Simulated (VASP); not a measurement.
Input of a VASP 6.6.1 run:

The input POSCAR:

```
Ge
1.0
   -4.0034553964      0.0000000000      0.0000000000
   -2.0017276982     -3.4670940762      0.0000000000
    0.0000000000      0.0000000000     12.8526505051
Ge
8
Direct
    0.0000000000      1.0000000000      0.1604973136
    0.0000000000      0.0000000000      0.3511734309
    0.0000000000      0.0000000000      0.6721680581
    0.0000000000      1.0000000000      0.8628441754
    0.3333333333      0.3333333333      0.0963131350
    0.6666666667      0.6666666667      0.4153576094
    0.6666666667      0.6666666667      0.6079838795
    0.3333333333      0.3333333333      0.9270283539
```

File INCAR.step1:

```
SYSTEM = Ge
ALGO = Normal
EDIFF = 1E-4
ENCUT = 520
GGA = PE
ISMEAR = 0
LASPH = .True.
LCHARG = .False.
LREAL = .False.
LWAVE = .True.
NBANDS = 66
NELM = 60
PREC = Accurate
SIGMA = 0.03
```

File INCAR.step2:

```
SYSTEM = Ge
ALGO = Normal
EDIFF = 1E-6
ENCUT = 520
ISIF = 2
ISMEAR = 0
ISTART = 1
LASPH = .True.
LCHARG = .False.
LMIXTAU = .True.
LREAL = .False.
LWAVE = .False.
METAGGA = R2SCAN
NBANDS = 66
NELM = 60
PREC = Accurate
SIGMA = 0.03
```

File KPOINTS:

```
k-points
0
Gamma
  10 10 3
  0 0 0
```

Potentials or basis: VASP PAW PBE potentials, release 64 (Ge_d).

Launch:

```sh
$ cat potpaw_PBE.64/Ge_d/POTCAR > POTCAR
$ cp INCAR.step1 INCAR
$ mpirun -np 1 vasp_std > vasp.out
$ cp INCAR.step2 INCAR
$ mpirun -np 1 vasp_std > vasp.out
```

Task: Predict the band gap on the k mesh.

Result: 0.07 eV, indirect (least direct gap 0.14 eV).

Task: What does it give for the largest force?

Result: 3.675 eV/Å.

Forces on the atoms (eV/Å):
```
Ge   0.000  0.000  0.390
Ge   0.000  0.000 -0.006
Ge   0.000  0.000  0.006
Ge   0.000  0.000 -0.390
Ge   0.000  0.000  3.675
Ge   0.000  0.000  0.001
Ge   0.000  0.000 -0.001
Ge   0.000  0.000 -3.675
```

Caveat: the PAW data sets were made with another functional, which shifts forces and pressure a little. A k mesh can miss the band edges.
